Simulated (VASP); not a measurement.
Wanted: the native input for a VASP 6.6.1 run.

* Task: electric field gradients
* Functional: PBEsol
* Potentials or basis: VASP PAW PBE potentials, release 64 (Mo_sv, S)
* Cutoff: 520 eV
* k mesh: 13 × 13 × 13
* Occupations: fermi-dirac, width 0.05 eV
* Spin: no spin polarisation
* Dipole correction: no
* Further INCAR settings: ALGO = Normal; EDIFF = 1e-08; NBANDS = 20

The structure of MoS2 lies in POSCAR:

```
MoS2
1.0
    1.5919741743      0.9191267181      6.1638830361
   -1.5919741743      0.9191267181      6.1638830361
    0.0000000000     -1.8382534361      6.1638830361
Mo S
1 2
Direct
    0.0000000000      0.0000000000      0.0000000000
    0.7484000000      0.7484000000      0.7484000000
    0.5849000000      0.5849000000      0.5849000000
```

One way to write it, as run:

INCAR

```
SYSTEM = MoS2
ALGO     = Normal         ! electronic algorithm
EDIFF    = 1E-8           ! SCF threshold, eV
ENCUT    = 520            ! plane-wave cutoff, eV
GGA      = PS             ! functional
ISIF     = 2              ! what is computed and relaxed
ISMEAR   = -1             ! smearing method
LASPH    = .True.         ! aspherical terms in the spheres
LCHARG   = .False.        ! write CHGCAR
LEFG     = .True.       
LREAL    = .False.        ! projectors in reciprocal space
LWAVE    = .False.        ! write WAVECAR
NBANDS   = 20             ! bands
NELM     = 80             ! most SCF steps
PREC     = Accurate       ! precision mode
SIGMA    = 0.05           ! smearing width, eV
```

KPOINTS

```
k-points
0
Gamma
  13 13 13
  0 0 0
```

Potentials or basis: VASP PAW PBE potentials, release 64 (Mo_sv, S).

The run is started by

```console
$ cat potpaw_PBE.64/Mo_sv/POTCAR potpaw_PBE.64/S/POTCAR > POTCAR
$ mpirun -np 1 vasp_std > vasp.out
```

Results of the run:

```yaml
Pressure: 1.0 GPa
Largest_force: 0.651 eV/Å
Band_gap_on_the_k_mesh: 0.75 eV (least direct gap 1.77 eV)
Largest_electric_field_gradient_by_atom: Mo -91.3; S -61.6, -60.3 V/Å²
```

Caveat: the stress differs along the axes, from -1 to 6 GPa; semilocal functionals underestimate gaps, and a narrow one can read as zero; without QUAD_EFG the Cq values of the log hold for a quadrupole moment of 1 mb, not for the nuclei; the PAW data sets were made with another functional, which shifts forces and pressure a little.

Run time: 12 min on 1 thread of Intel(R) Xeon(R) Platinum 8259CL CPU @ 2.50GHz (Skylake/Cascade Lake), with other jobs on the host, peak memory 0.47 GiB.
